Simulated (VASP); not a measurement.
CsI, 2 atoms in the cell. Symmetry: Pm-3m, No. 221, cubic system. The conventional cell has a = 4.588 Å, b = 4.588 Å, c = 4.588 Å, α = 90.00°, β = 90.00°, γ = 90.00°. Cs (site symmetry m-3m) has 8 I at 3.97 Å and 6 Cs at 4.59 Å within 5.2 Å. I (site symmetry m-3m) has 8 Cs at 3.97 Å and 6 I at 4.59 Å within 5.2 Å. 

* Program: VASP 6.6.1
* Task: single point
* Functional: PBE
* Potentials or basis: VASP PAW PBE potentials, release 64 (Cs_sv, I)
* Cutoff: 500 eV
* k mesh: 8 × 8 × 8
* Occupations: gaussian, width 0.05 eV
* Spin: no spin polarisation
* Dipole correction: no
* Further INCAR settings: ALGO = Normal; EDIFF = 1e-06; NBANDS = 15

Potentials or basis: VASP PAW PBE potentials, release 64 (Cs_sv, I).

Command:

```bash
$ cat potpaw_PBE.64/Cs_sv/POTCAR potpaw_PBE.64/I/POTCAR > POTCAR
$ mpirun -np 1 vasp_std > vasp.out
```

Hardware: 1 thread of Intel Xeon 8259CL, on a shared host.

**Question.** How long does it take, and how much memory?

**Answer.** Run time: 46 s on 1 thread of Intel Xeon 8259CL, on a shared host, peak memory 0.23 GiB. Counts: scf iterations 12, k points 35.
